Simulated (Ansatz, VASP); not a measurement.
**One calculation of La3HgO2, two programs**

```xyz
6
Lattice="6.1841 0.0000 0.0000 -3.0921 5.3556 0.0000 0.0000 0.0000 3.6966" Properties=species:S:1:pos:R:3 pbc="T T T"
La    3.0921    0.0000    1.8483
La   -1.5460    2.6778    1.8483
La    1.5460    2.6778    1.8483
Hg    0.0000    0.0000    0.0000
O     3.0921    1.7852    0.0000
O     0.0000    3.5704    0.0000
```

Change from the starting cell: species swapped into the HoCo3B2 type (P6/mmm, No. 191).

Alike in both runs: task single point; functional PBE; k mesh 3 × 3 × 6; occupations gaussian, width 0.1 eV; no spin polarisation.

|  | VASP | Ansatz |
| --- | --- | --- |
| version | VASP 6.6.1 | Ansatz 0.2.0 |
| potentials or method | VASP PAW PBE potentials, release 64 (La, Hg, O), cutoff 520 eV | scalar-relativistic, plane waves, PAW |
| valence electrons in the cell | 57 | 65 |

|  | VASP | Ansatz | Ansatz less VASP |
| --- | --- | --- | --- |
| gap on the k mesh at the Fermi level (eV) | none | none | - |
| pressure (GPa) | 4.4 | 4.5 | +0.13 |
| traceless stress, the component that is largest in VASP (GPa) | -12.23 | -12.12 | +0.107 |

A gap of «none» marks a metal or a gap that the smearing closes. The functional is the same, so the differences come from potentials, cutoffs and numerics. VASP's potentials hold 57 valence electrons a cell and Ansatz's 65, so a difference there can come from the potentials and not from the codes.

The k mesh is coarse, so the values compare programs but aren't converged. Neither program's run includes spin-orbit coupling.
